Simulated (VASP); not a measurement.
**ZrPbI6: single point with PBEsol**

The system is ZrPbI6.

```
Zr Pb I
1.0
     0.00000    5.98891    5.98891
     5.98891    0.00000    5.98891
     5.98891    5.98891    0.00000
Zr Pb I
1 1 6
Direct
  0.50000 0.50000 0.50000
  0.00000 0.00000 0.00000
  0.73629 0.26371 0.26371
  0.26371 0.73629 0.73629
  0.26371 0.73629 0.26371
  0.73629 0.26371 0.73629
  0.26371 0.26371 0.73629
  0.73629 0.73629 0.26371
```

```
Program                : VASP 6.6.1
Task                   : single point
Functional             : PBEsol
Potentials or basis    : VASP PAW PBE potentials, release 64 (Zr_sv, Pb_d, I)
Cutoff                 : 520 eV
k mesh                 : 4 × 4 × 4
Occupations            : fermi-dirac, width 0.03 eV
Spin                   : no spin polarisation
Dipole correction      : no
Further INCAR settings : ALGO = Normal; EDIFF = 1e-06; NBANDS = 44
```

```json
{
 "Pressure": "0.0 GPa",
 "Largest force": "0.003 eV/Å",
 "Band gap on the k mesh": "1.54 eV (least direct gap 1.66 eV)"
}
```

Forces on the atoms (eV/Å):
```
Zr   0.000  0.000  0.000
Pb   0.000  0.000  0.000
I   -0.003  0.000  0.000
I    0.003  0.000  0.000
I    0.000 -0.003  0.000
I    0.000  0.003  0.000
I    0.000  0.000 -0.003
I    0.000  0.000  0.003
```

Levels at points of the mesh, in eV from the valence-band top:
```csv
k point,band 32,band 33,band 34,band 35,band 36,band 37
"(0.00, 0.00, 0.00)",0.00,0.00,0.00,1.66,1.66,1.66
"(0.50, 0.00, 0.00)",-0.45,-0.45,-0.28,1.54,1.75,1.75
"(0.50, 0.50, 0.00)",-0.66,-0.66,-0.01,1.66,2.14,2.14
```

Wall time 2.2 min on 1 thread of Intel(R) Xeon(R) 6975P-C (Granite Rapids), with other jobs on the host, peak memory 0.66 GiB.

Caveat: the PAW data sets were made with another functional, which shifts forces and pressure a little; spin-orbit coupling is left out, which moves the levels of the heavy elements. A k mesh can miss the band edges.
